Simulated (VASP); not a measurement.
# TaN (e600) (Fm-3m) in VASP: single point with PBEsol

Aim: the single point of TaN (e600) with PBEsol.

Program: VASP 6.6.1. These are calculated values, not measurements. Logs are shortened: lines on timing, memory, paths and dates and some standing lists are left out, and cuts for length are marked.

### Step 1. The cell of the first run

It takes space group Fm-3m (No. 225, cubic). The conventional cell has a = 4.376 Å, b = 4.376 Å, c = 4.376 Å, α = 90.00°, β = 90.00°, γ = 90.00°. Ta (site symmetry m-3m) has 6 N at 2.19 Å within 2.9 Å. Within 2.9 Å of N (site symmetry m-3m) lie 6 Ta at 2.19 Å.

### Step 2. Single point, PBEsol

Input file INCAR:

```
SYSTEM = TaN
  PREC = Accurate
  ENCUT = 600
  EDIFF = 1E-6
  ISMEAR = 0
  SIGMA = 0.1
  LREAL = .False.
  LASPH = .True.
  NELM = 120
  ALGO = Normal
  ISIF = 2
  LWAVE = .False.
  LCHARG = .False.
  GGA = PS
  NBANDS = 15
  GGA_COMPAT = .False.
```

Input file KPOINTS:

```
regular mesh
0
Gamma
  16 16 16
  0 0 0
```

Input file POSCAR:

```
TaN
1.0
    0.0000000000      2.1879310193      2.1879310193
    2.1879310193      0.0000000000      2.1879310193
    2.1879310193      2.1879310193      0.0000000000
Ta N
1 1
Direct
    0.5000000000      0.5000000000      0.5000000000
    0.0000000000      0.0000000000      0.0000000000
```

Potentials or basis: VASP PAW PBE potentials, release 64 (Ta_pv, N).

Command:

```sh
$ cat potpaw_PBE.64/Ta_pv/POTCAR potpaw_PBE.64/N/POTCAR > POTCAR
$ mpirun -np 1 vasp_std > vasp.out
```

OUTCAR:

```text
SYSTEM = TaN
   PREC = Accurate
   ENCUT = 600
   EDIFF = 1E-6
   ISMEAR = 0
   LREAL = .False.
   LASPH = .True.
   NELM = 120
   ISIF = 2
   GGA = PS

 ion  position               nearest neighbor table
   1  0.500  0.500  0.500-   2 2.19   2 2.19   2 2.19   2 2.19   2 2.19   2 2.19
   2  0.000  0.000  0.000-   1 2.19   1 2.19   1 2.19   1 2.19   1 2.19   1 2.19

  LATTYP: Found a face centered cubic cell.
 ALAT       =     4.3758620386

  Lattice vectors:

 A1 = (   0.0000000000,   2.1879310193,   2.1879310193)
 A2 = (   2.1879310193,   0.0000000000,   2.1879310193)
 A3 = (   2.1879310193,   2.1879310193,   0.0000000000)

Analysis of symmetry for initial positions (statically):
=====================================================================
 Subroutine PRICEL returns:
 Original cell was already a primitive cell.

 Routine SETGRP: Setting up the symmetry group for a
 face centered cubic supercell.

 Subroutine GETGRP returns: Found 48 space group operations
 (whereof 48 operations were pure point group operations)
 out of a pool of 48 trial point group operations.

The static configuration has the point symmetry O_h .

Analysis of symmetry for dynamics (positions and initial velocities):
=====================================================================
 Subroutine PRICEL returns:
 Original cell was already a primitive cell.

 Routine SETGRP: Setting up the symmetry group for a
 face centered cubic supercell.

 Subroutine GETGRP returns: Found 48 space group operations
 (whereof 48 operations were pure point group operations)
 out of a pool of 48 trial point group operations.

The dynamic configuration has the point symmetry O_h .

 Subroutine INISYM returns: Found 48 space group operations
 (whereof 48 operations are pure point group operations),
 and found     1 'primitive' translations

----------------------------------------------------------------------------------------

                                     Primitive cell

  volume of cell :      20.9474

  direct lattice vectors                    reciprocal lattice vectors
     0.000000000  2.187931019  2.187931019    -0.228526400  0.228526400  0.228526400
     2.187931019  0.000000000  2.187931019     0.228526400 -0.228526400  0.228526400
     2.187931019  2.187931019  0.000000000     0.228526400  0.228526400 -0.228526400

  length of vectors
     3.094201721  3.094201721  3.094201721     0.395819336  0.395819336  0.395819336

  position of ions in fractional coordinates (direct lattice)
     0.500000000  0.500000000  0.500000000
     0.000000000  0.000000000  0.000000000

  ion indices of the primitive-cell ions
   primitive index   ion index
                 1           1
                 2           2

----------------------------------------------------------------------------------------

 KPOINTS: regular mesh

Automatic generation of k-mesh.
 Grid dimensions read from file:
 generate k-points for:   16   16   16

 Generating k-lattice:

  Cartesian coordinates                     Fractional coordinates (reciprocal lattice)
    -0.014282900  0.014282900  0.014282900     0.062500000  0.000000000  0.000000000
     0.014282900 -0.014282900  0.014282900     0.000000000  0.062500000  0.000000000
     0.014282900  0.014282900 -0.014282900     0.000000000  0.000000000  0.062500000

  Length of vectors
     0.024738709  0.024738709  0.024738709

  Shift w.r.t. Gamma in fractional coordinates (k-lattice)
     0.000000000  0.000000000  0.000000000

 Subroutine IBZKPT returns following result:
 ===========================================

 Found    145 irreducible k-points:

 Following reciprocal coordinates:
            Coordinates               Weight
  0.000000  0.000000  0.000000      1.000000
  0.062500  0.000000  0.000000      8.000000
  0.125000  0.000000  0.000000      8.000000
  0.187500  0.000000  0.000000      8.000000
  0.250000  0.000000  0.000000      8.000000
  0.312500  0.000000  0.000000      8.000000
[... 16 lines left out ...]
 -0.125000  0.062500  0.000000     24.000000
 -0.062500  0.062500  0.000000     12.000000
 [... further k-points ...]
   k-points           NKPTS =    145   k-points in BZ     NKDIM =    145   number of bands    NBANDS=     15
   number of dos      NEDOS =    301   number of ions     NIONS =      2
   total plane-waves  NPLWV =  21952
   dimension x,y,z NGX =    28 NGY =   28 NGZ =   28
   dimension x,y,z NGXF=    56 NGYF=   56 NGZF=   56
   ions per type =               1   1
   NGX,Y,Z   is equivalent  to a cutoff of  15.04, 15.04, 15.04 a.u.
   NGXF,Y,Z  is equivalent  to a cutoff of  30.09, 30.09, 30.09 a.u.
 SYSTEM =  TaN
   PREC   = accura    normal or accurate (medium, high low for compatibility)
   ISTART =      0    job   : 0-new  1-cont  2-samecut
   ICHARG =      2    charge: 1-file 2-atom 10-const
   ISPIN  =      1    spin polarized calculation?
   LNONCOLLINEAR =      F non collinear calculations
   LSORBIT =      F    spin-orbit coupling
   LASPH  =      T    aspherical Exc in radial PAW
   ENCUT  =  600.0 eV  44.10 Ry    6.64 a.u.   6.18  6.18  6.18*2*pi/ulx,y,z
   NELM   =    120;   NELMIN=  2; NELMDL= -5     # of ELM steps
   EDIFF  = 0.1E-05   stopping-criterion for ELM
   LREAL  =      F    real-space projection
   EDIFFG = 0.1E-04   stopping-criterion for IOM
   NSW    =      0    number of steps for IOM
   IBRION =     -1    ionic relax: 0-MD 1-quasi-New 2-CG
   NFREE  =      0    steps in history (QN), initial steepest desc. (CG)
   ISIF   =      2    stress and relaxation
   ISYM   =      2    0-nonsym 1-usesym 2-fastsym
   POTIM  = 0.5000    time-step for ionic-motion
   TEBEG  =    0.0;   TEEND  =   0.0 temperature during run
   PSTRESS=    0.0 pullay stress
   NELECT =      16.0000    total number of electrons
   NUPDOWN=      -1.0000    fix difference up-down
   EMIN   =  10.00;   EMAX   =-10.00  energy-range for DOS
   EFERMI =   0.00;   METHOD = LEGACY
   ISMEAR =     0;   SIGMA  =   0.10  broadening in eV -4-tet -1-fermi 0-gaus
   EFERMI_NEDOS =   21; number of points for ismear=-14 and -15
   IALGO  =     38    algorithm
   IMIX   =      4    mixing-type and parameters
     AMIX     =   0.40;   BMIX     =  1.00
     AMIX_MAG =   1.60;   BMIX_MAG =  1.00
  volume/ion in A,a.u.               =      10.47        70.68
  Fermi-wavevector in a.u.,A,eV,Ry     =   1.496481  2.827939 30.469639  2.239455
  Thomas-Fermi vector in A             =   2.608492
   LORBIT       =      0    0 simple, 1 ext, 2 COOP (PROOUT), +10 PAW based schemes
   GGA     = PS    functional components
   LHFCALC =     F    Hartree Fock is set to
   AEXX    =    0.0000 exact exchange contribution
   IVDW    =     0    specifies the selected vdW correction
   LEPSILON=     F    determine dielectric tensor
   LRPA    =     F    only Hartree local field effects (RPA)
 non-spin polarized calculation
 Gauss-broadening in eV      SIGMA  =   0.10
  energy-cutoff  :      600.00
  volume of cell :       20.95
 maximum number of plane-waves:       725
 NGX is ok and might be reduce to    28
   NGX = 13   NGY = 13   NGZ = 13

 number of electron      16.0000000 magnetization

 Free energy of the ion-electron system (eV)
  ---------------------------------------------------
  ext. energy  EPLUGINS =         0.00000000
  ---------------------------------------------------
  free energy    TOTEN  =       -23.21346710 eV

  energy without entropy =      -23.20784718  energy(sigma->0) =      -23.21065714

 E-fermi :   9.5370     XC(G=0): -13.6719

 val. band max:        9.5294149004   @ k =  -0.2500   0.3750   0.1250
 cond. band min:       9.5437840213   @ k =  -0.3125   0.3125   0.1250
 fundamental gap:      0.0143691210
 Fermi energy:         9.5369854359

 k-point     1 :       0.0000    0.0000    0.0000
  band No.  band energies     occupation
      1     -26.1286      2.00000
      2     -26.1286      2.00000
      3     -26.1286      2.00000
      4      -9.3853      2.00000
      5       5.7096      2.00000
      6       5.7096      2.00000
      7       5.7096      2.00000
      8       7.3761      2.00000
      9       7.3761      2.00000
     10       7.3761      2.00000
     11       9.5764      0.57697
     12       9.5764      0.57697
     13      11.2200      0.00000
     14      18.9288      0.00000
     15      21.9463      0.00000

 k-point     2 :       0.0625    0.0000    0.0000
  band No.  band energies     occupation
      1     -26.1663      2.00000
      2     -26.1320      2.00000
      3     -26.1320      2.00000
      4      -9.2860      2.00000
      5       5.1844      2.00000
      6       5.3540      2.00000
      7       5.3540      2.00000
      8       7.5392      2.00000
      9       7.5392      2.00000
     10       7.6157      2.00000
     11       9.9835      0.00000
     12       9.9835      0.00000
     13      11.5105      0.00000
     14      19.2312      0.00000
     15      21.9463      0.00000

 k-point     3 :       0.1250    0.0000    0.0000
  band No.  band energies     occupation
      1     -26.2722      2.00000
      2     -26.1416      2.00000
      3     -26.1416      2.00000
      4      -8.9993      2.00000
      5       4.1291      2.00000
      6       4.6255      2.00000
      7       4.6255      2.00000
      8       7.9156      2.00000
      9       7.9156      2.00000
     10       7.9655      2.00000
     11      10.9675      0.00000
     12      10.9675      0.00000
     13      12.2522      0.00000
     14      20.0694      0.00000
     15      21.9456      0.00000
[... 343 lines left out ...]
 k-point    23 :      -0.1250    0.0625    0.0000
  band No.  band energies     occupation
      1     -26.3337      2.00000
      2     -26.1749      2.00000
      3     -26.1370      2.00000
      4      -8.7935      2.00000
      5       3.4659      2.00000
      6       4.0584      2.00000
      7       4.5442      2.00000
      8       7.8575      2.00000
      9       8.0944      2.00000
     10       8.6940      2.00000
     11      10.6418      0.00000
     12      12.0941      0.00000
     13      12.9162      0.00000
     14      20.6592      0.00000
     15      21.9450      0.00000

 k-point    24 :      -0.0625    0.0625    0.0000
  band No.  band energies     occupation
      1     -26.2185      2.00000
      2     -26.1522      2.00000
      3     -26.1308      2.00000
      4      -9.1262      2.00000
      5       4.4744      2.00000
      6       4.7888      2.00000
      7       5.1395      2.00000
      8       7.5545      2.00000
      9       7.7902      2.00000
     10       8.1009      2.00000
     11      10.0183      0.00000
     12      10.8984      0.00000
     13      12.0230      0.00000
     14      19.7116      0.00000
     15      21.9459      0.00000

 [... further k-points ...]

------------------------ aborting loop because EDIFF is reached ----------------------------------------

  FORCE on cell =-STRESS in cart. coord.  units (eV):
  Direction    XX          YY          ZZ          XY          YZ          ZX
  --------------------------------------------------------------------------------------
  -------------------------------------------------------------------------------------
  Total        0.1142388      0.1142388      0.1142388      0.0000000      0.0000000      0.0000000
  in kB        8.7376225      8.7376225      8.7376225      0.0000000      0.0000000      0.0000000
  external PRESSURE =       8.7376225 kB  Pullay stress =       0.0000000 kB

 VOLUME and BASIS-vectors are now :
 -----------------------------------------------------------------------------
  energy-cutoff  :      600.00
  volume of cell :       20.95
      direct lattice vectors                 reciprocal lattice vectors
     0.000000000  2.187931019  2.187931019    -0.228526400  0.228526400  0.228526400
     2.187931019  0.000000000  2.187931019     0.228526400 -0.228526400  0.228526400
     2.187931019  2.187931019  0.000000000     0.228526400  0.228526400 -0.228526400

 POSITION                                       TOTAL-FORCE (eV/Angst)
 -----------------------------------------------------------------------------------
      2.18793      2.18793      2.18793         0.000000      0.000000      0.000000
      0.00000      0.00000      0.00000        -0.000000     -0.000000     -0.000000
 -----------------------------------------------------------------------------------
    total drift:                                0.000000      0.000000      0.000000

  FREE ENERGIE OF THE ION-ELECTRON SYSTEM (eV)
  ---------------------------------------------------
  free  energy   TOTEN  =       -23.2134670977 eV

  energy  without entropy=      -23.2078471804  energy(sigma->0) =      -23.21065714
```

It took 48 s on 1 thread of Intel Xeon Platinum 8488C (Sapphire Rapids), shared host; peak memory 0.2 GiB.

What came out:

| Quantity | Value |
| --- | --- |
| Free energy | -23.2135 eV |
| Pressure | 0.9 GPa |
| Band gap on the k mesh | zero (band 8 reaches 11.50 eV, above the bottom of band 9 at 7.38 eV) |

Levels at points of the mesh, in eV from the Fermi level:
| k point | band 4 | band 5 | band 6 | band 7 | band 8 | band 9 | band 10 | band 11 | band 12 | band 13 |
| --- | --- | --- | --- | --- | --- | --- | --- | --- | --- | --- |
| (0.00, 0.00, 0.00) | -18.92 | -3.83 | -3.83 | -3.83 | -2.16 | -2.16 | -2.16 | 0.04 | 0.04 | 1.68 |
| (0.50, 0.00, 0.00) | -15.75 | -10.52 | -7.68 | -7.68 | 1.96 | 1.96 | 2.07 | 3.86 | 7.73 | 7.73 |
| (0.50, 0.50, 0.00) | -17.64 | -6.65 | -5.59 | -4.64 | -4.64 | 2.15 | 3.66 | 3.66 | 4.73 | 6.91 |

Caveat: the PAW data sets were made with another functional, which shifts forces and pressure a little; spin-orbit coupling is left out, which moves the levels of the heavy elements.
